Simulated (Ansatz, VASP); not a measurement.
Rb in VASP and in Ansatz

```
Rb
1.0
     4.71998    0.00000    0.00000
     0.00000    4.71998    0.00000
     0.00000    0.00000    4.71998
Rb
1
Direct
  0.00000 0.00000 0.00000
```

Alike in both runs: task single point; functional BLYP; k mesh 8 × 8 × 8; occupations fermi-dirac, width 0.1 eV; no spin polarisation.

|  | VASP | Ansatz |
| --- | --- | --- |
| version | VASP 6.6.1 | Ansatz 0.2.0 |
| potentials or method | VASP PAW PBE potentials, release 64 (Rb_sv), cutoff 520 eV | plane waves (420 eV) with PAW, scalar-relativistic |
| valence electrons in the cell | 9 | 9 |

|  | VASP | Ansatz | Ansatz less VASP |
| --- | --- | --- | --- |
| pressure (GPa) | 0.1 | 0.1 | 0.00 |

VASP's potentials were made for PBE, not for BLYP.
